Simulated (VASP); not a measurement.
Write the native input for VASP 6.6.1 that does the following.

* Task: single point
* Functional: PBE
* Dispersion: D3(BJ)
* Potentials or basis: VASP PAW PBE potentials, release 64 (Ca_sv)
* Cutoff: 520 eV
* k mesh: 8 × 8 × 8
* Occupations: fermi-dirac, width 0.05 eV
* Spin: no spin polarisation
* Dipole correction: no
* Further INCAR settings: ALGO = Fast; EDIFF = 1e-06; NBANDS = 11

The structure of Ca lies in POSCAR:

```
Ca
1.0
    0.0000000000      2.7170423997      2.7170423997
    2.7170423997      0.0000000000      2.7170423997
    2.7170423997      2.7170423997      0.0000000000
Ca
1
Direct
    0.0000000000      0.0000000000      0.0000000000
```

One way to write it, as run:

INCAR

```
SYSTEM = Ca
ALGO = Fast ; EDIFF = 1E-6
ENCUT = 520 ; GGA = PE
ISIF = 2 ; ISMEAR = -1
IVDW = 12 ; LASPH = .True.
LCHARG = .False. ; LREAL = .False.
LWAVE = .False. ; NBANDS = 11
NELM = 80 ; PREC = Accurate
SIGMA = 0.05
```

KPOINTS

```
k-points
0
Gamma
  8 8 8
  0 0 0
```

Potentials or basis: VASP PAW PBE potentials, release 64 (Ca_sv).

Command:

```sh
$ cat potpaw_PBE.64/Ca_sv/POTCAR > POTCAR
$ mpirun -np 1 vasp_std > vasp.out
```

Results of the run:

| Quantity | Value |
| --- | --- |
| Pressure | 0.0 GPa |
| Band gap on the k mesh | zero (bands 5 and 6 overlap by 0.29 eV) |
| Dispersion energy per atom | -0.241 eV |

Wall time 17 s on 1 thread of Intel Xeon 8259CL, with other jobs on the host, peak memory 0.17 GiB.
